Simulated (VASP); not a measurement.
# Li3B (P4/nmm) in VASP: relaxation of cell and atoms with PBE

Aim: the relaxation of cell and atoms of Li3B with PBE.

All numbers are computed with VASP 6.6.1; they aren't measurements. Logs are shortened: lines on timing, memory, paths and dates and some standing lists are left out, and cuts for length are marked.

## 1. The cell of the first run

Symmetry: P4/nmm, No. 129, tetragonal system. Conventional cell: a = 5.179 Å, b = 5.179 Å, c = 3.843 Å, α = 90.00°, β = 90.00°, γ = 90.00°. Li (site symmetry 2/m) has 2 B at 1.85 Å within 2.5 Å. Within 2.2 Å of Li (site symmetry 4mm) lie 2 B at 1.69 to 2.15 Å. Within 2.2 Å of B (site symmetry 4mm) lie 6 Li at 1.69 to 2.15 Å.

## 2. Relaxation of cell and atoms, PBE

INCAR

```
PREC = Accurate
ENCUT = 600
EDIFF = 1E-6
ISMEAR = 0
SIGMA = 0.1
LREAL = False
LASPH = True
NELM = 60
ALGO = Normal
ISIF = 3
LWAVE = False
LCHARG = False
GGA = PE
IBRION = 2
NSW = 90
EDIFFG = -0.04
```

KPOINTS

```
regular mesh
0
Gamma
  4 4 4
```

POSCAR

```
Li3B
1.0
    5.1787902100      0.0000000000      0.0000000000
    0.0000000000      5.1787902100      0.0000000000
    0.0000000000      0.0000000000      3.8425643200
Li B
6 2
Direct
    0.2500000000      0.7500000000      0.0000000000
    0.7500000000      0.7500000000      0.0000000000
    0.7500000000      0.2500000000      0.0000000000
    0.2500000000      0.2500000000      0.0000000000
    0.5000000000      0.0000000000      0.4939999900
    0.0000000000      0.5000000000      0.5060000100
    0.5000000000      0.0000000000      0.9336000100
    0.0000000000      0.5000000000      0.0663999900
```

Potentials or basis: VASP PAW PBE potentials, release 64 (Li_sv, B).

Run with:

```bash
cat potpaw_PBE.64/Li_sv/POTCAR potpaw_PBE.64/B/POTCAR > POTCAR
mpirun -np 1 vasp_std > vasp.out
```

OUTCAR:

```text
PREC = Accurate
   ENCUT = 600
   EDIFF = 1E-6
   ISMEAR = 0
   LREAL = False
   LASPH = True
   NELM = 60
   ISIF = 3
   GGA = PE
   IBRION = 2
   NSW = 90
   EDIFFG = -0.04

 ion  position               nearest neighbor table
   1  0.250  0.750  0.000-   7 1.85   8 1.85   2 2.59   4 2.59   4 2.59   2 2.59
   2  0.750  0.750  0.000-   7 1.85   8 1.85   1 2.59   3 2.59   3 2.59   1 2.59
   3  0.750  0.250  0.000-   7 1.85   8 1.85   2 2.59   4 2.59   2 2.59   4 2.59
   4  0.250  0.250  0.000-   7 1.85   8 1.85   1 2.59   3 2.59   1 2.59   3 2.59
   5  0.500  0.000  0.494-   7 1.69   7 2.15
   6  0.000  0.500  0.506-   8 1.69   8 2.15
   7  0.500  0.000  0.934-   5 1.69   2 1.85   3 1.85   4 1.85   1 1.85   5 2.15
   8  0.000  0.500  0.066-   6 1.69   2 1.85   3 1.85   4 1.85   1 1.85   6 2.15

  LATTYP: Found a simple tetragonal cell.
 ALAT       =     5.1787902100
 C/A-ratio  =     0.7419810736

  Lattice vectors:

 A1 = (   5.1787902100,   0.0000000000,   0.0000000000)
 A2 = (   0.0000000000,   5.1787902100,   0.0000000000)
 A3 = (   0.0000000000,   0.0000000000,   3.8425643200)

Analysis of symmetry for initial positions (statically):
=====================================================================
 Subroutine PRICEL returns:
 Original cell was already a primitive cell.

 Routine SETGRP: Setting up the symmetry group for a
 simple tetragonal supercell.

 Subroutine GETGRP returns: Found 16 space group operations
 (whereof  8 operations were pure point group operations)
 out of a pool of 16 trial point group operations.

The static configuration has the point symmetry D_2d.
 The point group associated with its full space group is D_4h.

Analysis of symmetry for dynamics (positions and initial velocities):
=====================================================================
 Subroutine PRICEL returns:
 Original cell was already a primitive cell.

 Routine SETGRP: Setting up the symmetry group for a
 simple tetragonal supercell.

 Subroutine GETGRP returns: Found 16 space group operations
 (whereof  8 operations were pure point group operations)
 out of a pool of 16 trial point group operations.

The dynamic configuration has the point symmetry D_2d.
 The point group associated with its full space group is D_4h.

 Subroutine INISYM returns: Found 16 space group operations
 (whereof  8 operations are pure point group operations),
 and found     1 'primitive' translations

----------------------------------------------------------------------------------------

                                     Primitive cell

  volume of cell :     103.0571

[... 92 lines left out ...]
   NELM   =     60;   NELMIN=  2; NELMDL= -5     # of ELM steps
   EDIFF  = 0.1E-05   stopping-criterion for ELM
   LREAL  =      F    real-space projection
   EDIFFG = -.4E-01   stopping-criterion for IOM
   NSW    =     90    number of steps for IOM
   IBRION =      2    ionic relax: 0-MD 1-quasi-New 2-CG
   NFREE  =      1    steps in history (QN), initial steepest desc. (CG)
   ISIF   =      3    stress and relaxation
   ISYM   =      2    0-nonsym 1-usesym 2-fastsym
   POTIM  = 0.5000    time-step for ionic-motion
   TEBEG  =    0.0;   TEEND  =   0.0 temperature during run
   PSTRESS=    0.0 pullay stress
   NELECT =      24.0000    total number of electrons
   NUPDOWN=      -1.0000    fix difference up-down
   EMIN   =  10.00;   EMAX   =-10.00  energy-range for DOS
   EFERMI =   0.00;   METHOD = LEGACY
   ISMEAR =     0;   SIGMA  =   0.10  broadening in eV -4-tet -1-fermi 0-gaus
   EFERMI_NEDOS =   21; number of points for ismear=-14 and -15
   IALGO  =     38    algorithm
   IMIX   =      4    mixing-type and parameters
     AMIX     =   0.40;   BMIX     =  1.00
     AMIX_MAG =   1.60;   BMIX_MAG =  1.00
  volume/ion in A,a.u.               =      12.88        86.93
  Fermi-wavevector in a.u.,A,eV,Ry     =   1.007208  1.903348 13.802684  1.014469
  Thomas-Fermi vector in A             =   2.139999
   LORBIT       =      0    0 simple, 1 ext, 2 COOP (PROOUT), +10 PAW based schemes
   GGA     = PE    functional components
   LHFCALC =     F    Hartree Fock is set to
   AEXX    =    0.0000 exact exchange contribution
   IVDW    =     0    specifies the selected vdW correction
   LEPSILON=     F    determine dielectric tensor
   LRPA    =     F    only Hartree local field effects (RPA)
 conjugate gradient relaxation of ions
 non-spin polarized calculation
 Gauss-broadening in eV      SIGMA  =   0.10
  energy-cutoff  :      600.00
  volume of cell :      103.06
 maximum number of plane-waves:      3468
 NGX is ok and might be reduce to    42
   NGX = 21   NGY = 21   NGZ = 15

--------------------------------------- Ionic step        1  -------------------------------------------

 number of electron      24.0000006 magnetization

 Free energy of the ion-electron system (eV)
  ---------------------------------------------------
  ext. energy  EPLUGINS =         0.00000000
  ---------------------------------------------------
  free energy    TOTEN  =       -14.78716398 eV

  energy without entropy =      -14.73115949  energy(sigma->0) =      -14.75916173

 E-fermi :   0.9032     XC(G=0):  -8.1333

 val. band max:        0.8973247588   @ k =   0.5000   0.0000   0.2500
 cond. band min:       0.9137820492   @ k =   0.5000   0.2500   0.0000
 fundamental gap:      0.0164572904
 Fermi energy:         0.9031627438

 k-point     1 :       0.0000    0.0000    0.0000
  band No.  band energies     occupation
      1     -43.7978      2.00000
      2     -43.7824      2.00000
      3     -43.6143      2.00000
      4     -43.5839      2.00000
      5     -43.5839      2.00000
      6     -43.5402      2.00000
[... 468 lines left out ...]
  FREE ENERGIE OF THE ION-ELECTRON SYSTEM (eV)
  ---------------------------------------------------
  free  energy   TOTEN  =       -18.5197873973 eV

  energy  without entropy=      -18.4644605010  energy(sigma->0) =      -18.49212395

[... ionic steps 4 to 16 ...]

--------------------------------------- Ionic step       17  -------------------------------------------

 number of electron      23.9999940 magnetization

------------------------ aborting loop because EDIFF is reached ----------------------------------------
[... 79 lines left out ...]
--------------------------------------- Ionic step       19  -------------------------------------------

 number of electron      23.9999952 magnetization

 Free energy of the ion-electron system (eV)
  ---------------------------------------------------
  ext. energy  EPLUGINS =         0.00000000
  ---------------------------------------------------
  free energy    TOTEN  =       -19.02243172 eV

  energy without entropy =      -18.97195019  energy(sigma->0) =      -18.99719095

 E-fermi :  -0.5572     XC(G=0):  -6.7795

 val. band max:       -0.5720333783   @ k =   0.2500   0.2500   0.0000
 cond. band min:      -0.5555933024   @ k =   0.5000   0.2500   0.0000
 fundamental gap:      0.0164400758
 Fermi energy:        -0.5571728124

 k-point     1 :       0.0000    0.0000    0.0000
  band No.  band energies     occupation
      1     -45.8715      2.00000
      2     -45.8674      2.00000
      3     -45.8482      2.00000
      4     -45.8457      2.00000
      5     -45.8457      2.00000
      6     -45.8391      2.00000
[... 384 lines left out ...]
  FREE ENERGIE OF THE ION-ELECTRON SYSTEM (eV)
  ---------------------------------------------------
  free  energy   TOTEN  =       -19.0224317163 eV

  energy  without entropy=      -18.9719501896  energy(sigma->0) =      -18.99719095

 reached required accuracy - stopping structural energy minimisation
```

Wall time 6 min (1 thread of Intel Xeon Platinum 8488C (Sapphire Rapids), shared host); peak memory 0.23 GiB.

Results:

- Free energy: -19.0224 eV
- Relaxed volume: 20.74 Å³/atom
- Relaxed cell: a = 6.148 Å, b = 6.148 Å, c = 4.388 Å, α = 90.00°, β = 90.00°, γ = 90.00°
- Space group after relaxing (to 0.05 Å): Pm-3m (No. 221)
- Energy gained by relaxing: 529.4 meV/atom
- Ionic steps: 19
- Pressure after relaxing: 0.1 GPa
- Largest force after relaxing: 0.012 eV/Å
- Band gap on the k mesh: zero (band 12 reaches -0.17 eV, above the bottom of band 13 at -0.75 eV)

Forces in eV/Å, atoms in the order of the input:
```
Li   0.000  0.000  0.000
Li   0.000  0.000  0.000
Li   0.000  0.000  0.000
Li   0.000  0.000  0.000
Li   0.000  0.000 -0.008
Li   0.000  0.000  0.008
B    0.000  0.000  0.012
B    0.000  0.000 -0.012
```

The path:
| step | energy change (eV) | largest force (eV/Å) | pressure (GPa) | volume (Å³) |
| --- | --- | --- | --- | --- |
| 1 | 0.0000 | 3.4007 | 25.15 | 103.06 |
| 2 | -3.4924 | 0.7504 | 7.40 | 136.25 |
| 3 | -3.7326 | 1.1961 | 4.66 | 146.76 |
| 4 | -3.6185 | 1.7739 | 0.58 | 169.38 |
| 5 | -3.7603 | 1.5161 | 2.67 | 156.58 |
| 6 | -4.0883 | 0.6942 | -0.37 | 169.28 |
| 7 | -4.1100 | 0.4755 | -1.21 | 173.78 |
| 8 | -4.1780 | 0.2828 | -0.63 | 169.62 |
| 9 | -4.2018 | 0.1494 | 0.02 | 165.61 |
| 10 | -4.2052 | 0.1201 | 0.04 | 165.52 |
| 11 | -4.2110 | 0.1394 | 0.10 | 165.26 |
| 12 | -4.2114 | 0.1686 | 0.12 | 165.16 |
| 13 | -4.2139 | 0.1521 | 0.09 | 165.33 |
| 14 | -4.2203 | 0.1008 | 0.00 | 165.86 |
| 15 | -4.2278 | 0.0673 | -0.17 | 166.90 |
| 16 | -4.2210 | 0.1882 | -0.52 | 169.00 |
| 17 | -4.2288 | 0.0892 | -0.26 | 167.45 |
| 18 | -4.2336 | 0.0484 | -0.10 | 166.66 |
| 19 | -4.2353 | 0.0115 | 0.05 | 165.88 |

Final structure:
```
CELL_PARAMETERS angstrom
6.14841 0.00000 0.00000
0.00000 6.14841 0.00000
0.00000 0.00000 4.38814
ATOMIC_POSITIONS crystal
Li 0.25000 0.75000 0.00000
Li 0.75000 0.75000 0.00000
Li 0.75000 0.25000 0.00000
Li 0.25000 0.25000 0.00000
Li 0.50000 0.00000 0.49929
Li 0.00000 0.50000 0.50071
B 0.50000 0.00000 0.99882
B 0.00000 0.50000 0.00118
```

Caveat: the k points lie up to 0.36 Å⁻¹ apart in the final cell; the cutoff is under 1.25 times the usual one of these potentials, so pressure, stress and relaxed cells hold a basis-set (Pulay) error; the volume moved by over 15 % at a fixed basis, so the end points are rough.
